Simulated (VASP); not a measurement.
# ZnCu (R-3m) in VASP: notebook

ZnCu is run at these levels: PBEsol; tasks: single point.

Program: VASP 6.6.1. These are calculated values, not measurements. Logs are shortened: lines on timing, memory, paths and dates and some standing lists are left out, and cuts for length are marked.

## Step 1: The cell of the first run

It takes space group R-3m (No. 166, trigonal). Conventional cell: a = 3.490 Å, b = 3.490 Å, c = 7.266 Å, α = 90.00°, β = 90.00°, γ = 120.00°. Zn (site symmetry -3m) has 6 Cu at 2.35 Å and 6 Zn at 3.15 Å within 3.2 Å. Cu (site symmetry -3m) has 6 Zn at 2.35 Å and 6 Cu at 3.15 Å within 3.2 Å.

## Step 2: Single point, PBEsol

The input, INCAR:

```
ALGO = Fast
EDIFF = 1E-6
ENCUT = 520
GGA = PS
ISIF = 2
ISMEAR = 0
LASPH = T
LCHARG = T
LELF = T
LREAL = F
LVHAR = T
LWAVE = F
NBANDS = 18
NELM = 60
PREC = Accurate
SIGMA = 0.15
```

The input, KPOINTS:

```
k-points
0
Gamma
  18 18 18
```

The input, POSCAR:

```
ZnCu
1.0
    3.0433329026      0.5757656843      0.5757656843
    0.5757656843      3.0433329026      0.5757656843
    0.5757656843      0.5757656843      3.0433329026
Zn Cu
1 1
Direct
    0.5000000000      0.5000000000      0.5000000000
    0.0000000000      0.0000000000      0.0000000000
```

Potentials or basis: VASP PAW PBE potentials, release 64 (Zn, Cu).

Launch:

```sh
> cat potpaw_PBE.64/Zn/POTCAR potpaw_PBE.64/Cu/POTCAR > POTCAR
> mpirun -np 1 vasp_std > vasp.out
```

OUTCAR:

```text
EDIFF = 1E-6
   ENCUT = 520
   GGA = PS
   ISIF = 2
   ISMEAR = 0
   LASPH = T
   LREAL = F
   NELM = 60
   PREC = Accurate

 ion  position               nearest neighbor table
   1  0.500  0.500  0.500-   2 2.35   2 2.35   2 2.35   2 2.35   2 2.35   2 2.35
   2  0.000  0.000  0.000-   1 2.35   1 2.35   1 2.35   1 2.35   1 2.35   1 2.35

  LATTYP: Found a trigonal (rhomboedric) cell.
 ALAT       =     3.1503789300
 COS(alpha) =     0.3865030675

  Lattice vectors:

 A1 = (   3.0433329026,   0.5757656843,   0.5757656843)
 A2 = (   0.5757656843,   3.0433329026,   0.5757656843)
 A3 = (   0.5757656843,   0.5757656843,   3.0433329026)

Analysis of symmetry for initial positions (statically):
=====================================================================
 Subroutine PRICEL returns:
 Original cell was already a primitive cell.

 Routine SETGRP: Setting up the symmetry group for a
 trigonal (rhombohedral) supercell.

 Subroutine GETGRP returns: Found 12 space group operations
 (whereof 12 operations were pure point group operations)
 out of a pool of 12 trial point group operations.

The static configuration has the point symmetry D_3d.

Analysis of symmetry for dynamics (positions and initial velocities):
=====================================================================
 Subroutine PRICEL returns:
 Original cell was already a primitive cell.

 Routine SETGRP: Setting up the symmetry group for a
 trigonal (rhombohedral) supercell.

 Subroutine GETGRP returns: Found 12 space group operations
 (whereof 12 operations were pure point group operations)
 out of a pool of 12 trial point group operations.

The dynamic configuration has the point symmetry D_3d.

 Subroutine INISYM returns: Found 12 space group operations
 (whereof 12 operations are pure point group operations),
 and found     1 'primitive' translations

----------------------------------------------------------------------------------------

                                     Primitive cell

  volume of cell :      25.5421

  direct lattice vectors                    reciprocal lattice vectors
     3.043332903  0.575765684  0.575765684     0.349633879 -0.055623572 -0.055623572
     0.575765684  3.043332903  0.575765684    -0.055623572  0.349633879 -0.055623572
     0.575765684  0.575765684  3.043332903    -0.055623572 -0.055623572  0.349633879

  length of vectors
     3.150378930  3.150378930  3.150378930     0.358373845  0.358373845  0.358373845

  position of ions in fractional coordinates (direct lattice)
     0.500000000  0.500000000  0.500000000
     0.000000000  0.000000000  0.000000000

  ion indices of the primitive-cell ions
   primitive index   ion index
                 1           1
                 2           2

----------------------------------------------------------------------------------------

 KPOINTS: k-points

Automatic generation of k-mesh.
 Grid dimensions read from file:
 generate k-points for:   18   18   18

 Generating k-lattice:

  Cartesian coordinates                     Fractional coordinates (reciprocal lattice)
     0.019424104 -0.003090198 -0.003090198     0.055555556 -0.000000000 -0.000000000
    -0.003090198  0.019424104 -0.003090198    -0.000000000  0.055555556 -0.000000000
    -0.003090198 -0.003090198  0.019424104    -0.000000000 -0.000000000  0.055555556

  Length of vectors
     0.019909658  0.019909658  0.019909658

  Shift w.r.t. Gamma in fractional coordinates (k-lattice)
     0.000000000  0.000000000  0.000000000

 Subroutine IBZKPT returns following result:
 ===========================================

 Found    580 irreducible k-points:

 Following reciprocal coordinates:
            Coordinates               Weight
  0.000000  0.000000  0.000000      1.000000
  0.055556  0.000000  0.000000      6.000000
  0.111111  0.000000  0.000000      6.000000
  0.166667  0.000000  0.000000      6.000000
  0.222222 -0.000000  0.000000      6.000000
  0.277778  0.000000  0.000000      6.000000
[... 16 lines left out ...]
 -0.277778  0.055556 -0.000000     12.000000
 -0.222222  0.055556 -0.000000     12.000000
 [... further k-points ...]
   k-points           NKPTS =    580   k-points in BZ     NKDIM =    580   number of bands    NBANDS=     18
   number of dos      NEDOS =    301   number of ions     NIONS =      2
   total plane-waves  NPLWV =  13824
   dimension x,y,z NGX =    24 NGY =   24 NGZ =   24
   dimension x,y,z NGXF=    48 NGYF=   48 NGZF=   48
   ions per type =               1   1
   NGX,Y,Z   is equivalent  to a cutoff of  12.66, 12.66, 12.66 a.u.
   NGXF,Y,Z  is equivalent  to a cutoff of  25.33, 25.33, 25.33 a.u.
 SYSTEM =  unknown system
   PREC   = accura    normal or accurate (medium, high low for compatibility)
   ISTART =      0    job   : 0-new  1-cont  2-samecut
   ICHARG =      2    charge: 1-file 2-atom 10-const
   ISPIN  =      1    spin polarized calculation?
   LNONCOLLINEAR =      F non collinear calculations
   LSORBIT =      F    spin-orbit coupling
   LASPH  =      T    aspherical Exc in radial PAW
   ENCUT  =  520.0 eV  38.22 Ry    6.18 a.u.   5.86  5.86  5.86*2*pi/ulx,y,z
   NELM   =     60;   NELMIN=  2; NELMDL= -5     # of ELM steps
   EDIFF  = 0.1E-05   stopping-criterion for ELM
   LREAL  =      F    real-space projection
   EDIFFG = 0.1E-04   stopping-criterion for IOM
   NSW    =      0    number of steps for IOM
   IBRION =     -1    ionic relax: 0-MD 1-quasi-New 2-CG
   NFREE  =      0    steps in history (QN), initial steepest desc. (CG)
   ISIF   =      2    stress and relaxation
   ISYM   =      2    0-nonsym 1-usesym 2-fastsym
   POTIM  = 0.5000    time-step for ionic-motion
   TEBEG  =    0.0;   TEEND  =   0.0 temperature during run
   PSTRESS=    0.0 pullay stress
   NELECT =      23.0000    total number of electrons
   NUPDOWN=      -1.0000    fix difference up-down
   EMIN   =  10.00;   EMAX   =-10.00  energy-range for DOS
   EFERMI =   0.00;   METHOD = LEGACY
   ISMEAR =     0;   SIGMA  =   0.15  broadening in eV -4-tet -1-fermi 0-gaus
   EFERMI_NEDOS =   21; number of points for ismear=-14 and -15
   IALGO  =     68    algorithm
   IMIX   =      4    mixing-type and parameters
     AMIX     =   0.40;   BMIX     =  1.00
     AMIX_MAG =   1.60;   BMIX_MAG =  1.00
  volume/ion in A,a.u.               =      12.77        86.18
  Fermi-wavevector in a.u.,A,eV,Ry     =   1.580880  2.987429 34.003415  2.499180
  Thomas-Fermi vector in A             =   2.681040
   LORBIT       =      0    0 simple, 1 ext, 2 COOP (PROOUT), +10 PAW based schemes
   GGA     = PS    functional components
   LHFCALC =     F    Hartree Fock is set to
   AEXX    =    0.0000 exact exchange contribution
   IVDW    =     0    specifies the selected vdW correction
   LEPSILON=     F    determine dielectric tensor
   LRPA    =     F    only Hartree local field effects (RPA)
 non-spin polarized calculation
 RMM-DIIS sequential band-by-band and
 Gauss-broadening in eV      SIGMA  =   0.15
  energy-cutoff  :      520.00
  volume of cell :       25.54
 maximum number of plane-waves:       718
   NGX = 11   NGY = 11   NGZ = 11

 number of electron      23.0000020 magnetization

 Free energy of the ion-electron system (eV)
  ---------------------------------------------------
  ext. energy  EPLUGINS =         0.00000000
  ---------------------------------------------------
  free energy    TOTEN  =        -5.17923881 eV

  energy without entropy =       -5.17264836  energy(sigma->0) =       -5.17594359

 E-fermi :   5.6139     XC(G=0): -12.5012

 val. band max:        5.6132366106   @ k =  -0.3889   0.5000   0.1667
 cond. band min:       5.6242504955   @ k =   0.5000   0.4444   0.0000
 fundamental gap:      0.0110138849
 Fermi energy:         5.6138565238

 k-point     1 :       0.0000    0.0000    0.0000
  band No.  band energies     occupation
      1      -4.9933      2.00000
      2      -2.5223      2.00000
      3      -2.5223      2.00000
      4      -2.4307      2.00000
      5      -2.4307      2.00000
      6      -2.1402      2.00000
[... 10 lines left out ...]
     17      20.0682      0.00000
     18      20.4484      0.00000

 k-point     2 :       0.0556    0.0000    0.0000
  band No.  band energies     occupation
      1      -4.9307      2.00000
      2      -2.5182      2.00000
      3      -2.5122      2.00000
      4      -2.4271      2.00000
      5      -2.4197      2.00000
      6      -2.1363      2.00000
[... 10 lines left out ...]
     17      20.0076      0.00000
     18      20.8309      0.00000

 k-point     3 :       0.1111    0.0000    0.0000
  band No.  band energies     occupation
      1      -4.7442      2.00000
      2      -2.5065      2.00000
      3      -2.4837      2.00000
      4      -2.4157      2.00000
      5      -2.3877      2.00000
      6      -2.1238      2.00000
[... 10 lines left out ...]
     17      19.8573      0.00000
     18      21.1630      0.00000

 k-point     4 :       0.1667    0.0000    0.0000
  band No.  band energies     occupation
      1      -4.4378      2.00000
      2      -2.4883      2.00000
      3      -2.4418      2.00000
      4      -2.3941      2.00000
      5      -2.3372      2.00000
      6      -2.1016      2.00000
[... 375 lines left out ...]
      4      -2.1718      2.00000
      5      -1.9885      2.00000
      6      -1.9339      2.00000
[... 10 lines left out ...]
     17      19.7382      0.00000
     18      20.7911      0.00000

 k-point    23 :      -0.2778    0.0556   -0.0000
  band No.  band energies     occupation
      1      -3.3308      2.00000
      2      -2.4333      2.00000
      3      -2.3256      2.00000
      4      -2.2687      2.00000
      5      -2.1417      2.00000
      6      -2.0079      2.00000
[... 10 lines left out ...]
     17      20.0879      0.00000
     18      20.8980      0.00000

 k-point    24 :      -0.2222    0.0556   -0.0000
  band No.  band energies     occupation
      1      -3.8359      2.00000
      2      -2.4569      2.00000
      3      -2.4001      2.00000
      4      -2.3211      2.00000
      5      -2.2295      2.00000
      6      -2.0495      2.00000
[... 10 lines left out ...]
     17      20.1373      0.00000
     18      20.5489      0.00000

 [... further k-points ...]
[... 5 lines left out ...]
  --------------------------------------------------------------------------------------
  -------------------------------------------------------------------------------------
  Total        2.2291661      2.2291661      2.2291661     -0.6404418     -0.6404418     -0.6404418
  in kB      139.8289545    139.8289545    139.8289545    -40.1730062    -40.1730062    -40.1730062
  external PRESSURE =     139.8289545 kB  Pullay stress =       0.0000000 kB

 VOLUME and BASIS-vectors are now :
 -----------------------------------------------------------------------------
  energy-cutoff  :      520.00
  volume of cell :       25.54
      direct lattice vectors                 reciprocal lattice vectors
     3.043332903  0.575765684  0.575765684     0.349633879 -0.055623572 -0.055623572
     0.575765684  3.043332903  0.575765684    -0.055623572  0.349633879 -0.055623572
     0.575765684  0.575765684  3.043332903    -0.055623572 -0.055623572  0.349633879

 POSITION                                       TOTAL-FORCE (eV/Angst)
 -----------------------------------------------------------------------------------
      2.09743      2.09743      2.09743        -0.000000     -0.000000      0.000000
      0.00000      0.00000      0.00000         0.000000      0.000000      0.000000
 -----------------------------------------------------------------------------------
    total drift:                               -0.000000      0.000000     -0.000000

  FREE ENERGIE OF THE ION-ELECTRON SYSTEM (eV)
  ---------------------------------------------------
  free  energy   TOTEN  =        -5.1792388133 eV

  energy  without entropy=       -5.1726483582  energy(sigma->0) =       -5.17594359
```

It took 2.8 min on 1 thread of Intel Xeon Platinum 8488C (Sapphire Rapids), shared host; peak memory 0.38 GiB.

What came out:

```yaml
Free_energy: -5.1792 eV
Pressure: 14.0 GPa
Band_gap_on_the_k_mesh: zero (an odd number of electrons rules out a gap without spin polarisation)
```

Stress tensor (GPa, compression positive):
```
13.98 -4.02 -4.02
-4.02 13.98 -4.02
-4.02 -4.02 13.98
```

Levels at points of the mesh, in eV from the Fermi level:
| k point | band 8 | band 9 | band 10 | band 11 | band 12 | band 13 | band 14 | band 15 |
| --- | --- | --- | --- | --- | --- | --- | --- | --- |
| (0.00, 0.00, 0.00) | -3.63 | -3.41 | -3.17 | -3.17 | 7.05 | 7.05 | 9.26 | 12.78 |
| (0.50, 0.00, 0.00) | -4.28 | -3.93 | -3.58 | -3.39 | -2.52 | 9.38 | 9.46 | 9.93 |
| (0.50, 0.50, 0.00) | -3.42 | -3.28 | -3.26 | -3.08 | -0.19 | 1.02 | 4.09 | 5.91 |
| (0.50, 0.50, 0.50) | -4.38 | -3.38 | -3.28 | -3.28 | -1.50 | 7.74 | 7.74 | 7.85 |

Caveat: the cell stands under pressure; the PAW data sets were made with another functional, which shifts forces and pressure a little.

## Step 3: Single point, PBEsol

This run uses another cell than the first one, of the same volume but with other edges.

The input, INCAR:

```
SYSTEM = ZnCu
PREC = Accurate ; ENCUT = 520
EDIFF = 1E-6 ; ISMEAR = 0
SIGMA = 0.15 ; LREAL = .FALSE.
LASPH = .TRUE. ; NELM = 100
ALGO = Fast ; ISIF = 2
LWAVE = .FALSE. ; LCHARG = .FALSE.
GGA = PS ; NBANDS = 18
```

The input, KPOINTS:

```
regular mesh
0
G
  18 18 18
  0 0 0
```

The input, POSCAR:

```
ZnCu
1.0
    2.9467096719     -0.0703992072     -0.0703992072
   -0.0703992072      2.9467096719     -0.0703992072
   -0.0703992072     -0.0703992072      2.9467096719
Zn Cu
1 1
Direct
    0.5000000000      0.5000000000      0.5000000000
    0.0000000000      0.0000000000      0.0000000000
```

Potentials or basis: VASP PAW PBE potentials, release 64 (Zn, Cu).

Launch:

```sh
> cat potpaw_PBE.64/Zn/POTCAR potpaw_PBE.64/Cu/POTCAR > POTCAR
> mpirun -np 1 vasp_std > vasp.out
```

Wall time 2.3 min (1 thread of Intel Xeon Platinum 8488C (Sapphire Rapids), shared host); peak memory 0.37 GiB.

It converged, with:

```
Free energy            : -6.0338 eV
Pressure               : -2.8 GPa
Band gap on the k mesh : zero (an odd number of electrons rules out a gap without spin polarisation)
```

Stress tensor (GPa, compression positive):
```
-2.82  5.08  5.08
 5.08 -2.82  5.08
 5.08  5.08 -2.82
```

Levels at points of the mesh, in eV from the Fermi level:
| k point | band 10 | band 11 | band 12 | band 13 | band 14 | band 15 |
| --- | --- | --- | --- | --- | --- | --- |
| (0.00, 0.00, 0.00) | -2.75 | -2.75 | 5.87 | 6.41 | 6.41 | 11.29 |
| (0.50, 0.00, 0.00) | -3.23 | -2.83 | -2.02 | 11.43 | 11.57 | 11.92 |
| (0.50, 0.50, 0.00) | -2.51 | -2.23 | -1.57 | 1.39 | 2.49 | 13.34 |
| (0.50, 0.50, 0.50) | -2.49 | 3.29 | 4.00 | 4.00 | 4.21 | 4.21 |

Caveat: the PAW data sets were made with another functional, which shifts forces and pressure a little.

## Step 4: Single point, PBEsol

This run uses another cell than the first one, of the same volume but with other edges.

The input, INCAR:

```
PREC     = Accurate       # precision mode
ENCUT    = 520            # plane-wave cutoff, eV
EDIFF    = 1E-6           # SCF threshold, eV
ISMEAR   = 0              # smearing method
SIGMA    = 0.15           # smearing width, eV
LREAL    = F              # projectors in reciprocal space
LASPH    = T              # aspherical terms in the spheres
NELM     = 100            # most SCF steps
ALGO     = Fast           # electronic algorithm
ISIF     = 2              # what is computed and relaxed
LWAVE    = F              # write WAVECAR
LCHARG   = T              # write CHGCAR
GGA      = PS             # functional
LELF     = T              # ELF
LVHAR    = T            
NBANDS   = 18             # bands
```

The input, KPOINTS:

```
Automatic mesh
0
Gamma
  18 18 18
```

The input, POSCAR:

```
ZnCu
1.0
    2.9469550329      0.0765442866      0.0765442866
    0.0765442866      2.9469550329      0.0765442866
    0.0765442866      0.0765442866      2.9469550329
Zn Cu
1 1
Direct
    0.5000000000      0.5000000000      0.5000000000
    0.0000000000      0.0000000000      0.0000000000
```

Launch:

```sh
> cat potpaw_PBE.64/Zn/POTCAR potpaw_PBE.64/Cu/POTCAR > POTCAR
> mpirun -np 1 vasp_std > vasp.out
```

Run time: 2.3 min. Hardware: 1 thread of Intel Xeon Platinum 8488C (Sapphire Rapids), shared host; peak memory 0.37 GiB.

It converged, with:

```
Free energy            : -6.0403 eV
Pressure               : -3.0 GPa
Band gap on the k mesh : zero (an odd number of electrons rules out a gap without spin polarisation)
```

Stress tensor (GPa, compression positive):
```
-3.01 -3.60 -3.60
-3.60 -3.01 -3.60
-3.60 -3.60 -3.01
```

Levels at points of the mesh, in eV from the Fermi level:
```csv
k point,band 7,band 8,band 9,band 10,band 11,band 12,band 13,band 14,band 15,band 16
"(0.00, 0.00, 0.00)",-3.57,-3.57,-2.75,-2.74,-2.74,6.05,6.05,6.60,11.30,11.30
"(0.50, 0.00, 0.00)",-5.16,-3.71,-3.34,-3.24,-2.83,-2.02,11.46,11.55,11.86,12.08
"(0.50, 0.50, 0.00)",-3.38,-2.90,-2.87,-2.50,-2.23,-1.56,1.40,2.49,12.73,15.39
"(0.50, 0.50, 0.50)",-4.28,-4.28,-2.49,-2.49,2.74,3.55,4.71,4.71,4.77,4.85
```

Caveat: the cell stands under tension; the PAW data sets were made with another functional, which shifts forces and pressure a little.

## Step 5: Overview

```tsv
cell	gap on the mesh (eV)	pressure (GPa)
a = 3.150 Å, angles 67.3°, 2 atoms	none	14.0
a = 2.948 Å, angles 92.7°, 2 atoms	none	-2.8
a = 2.949 Å, angles 87.0°, 2 atoms	none	-3.0
```

Alike in all rows: task single point; level PBEsol; potentials or basis VASP PAW PBE potentials, release 64 (Zn, Cu); no spin polarisation; k mesh 18 × 18 × 18; cutoff (eV) 520; smearing gaussian 0.15 eV.

Caveats: the PAW data sets were made with another functional, which shifts forces and pressure a little; the cell stands under pressure (at least some runs); the cell stands under tension (at least some runs).

Total energies depend on the potentials used, so only differences within one code and one set of settings carry meaning.
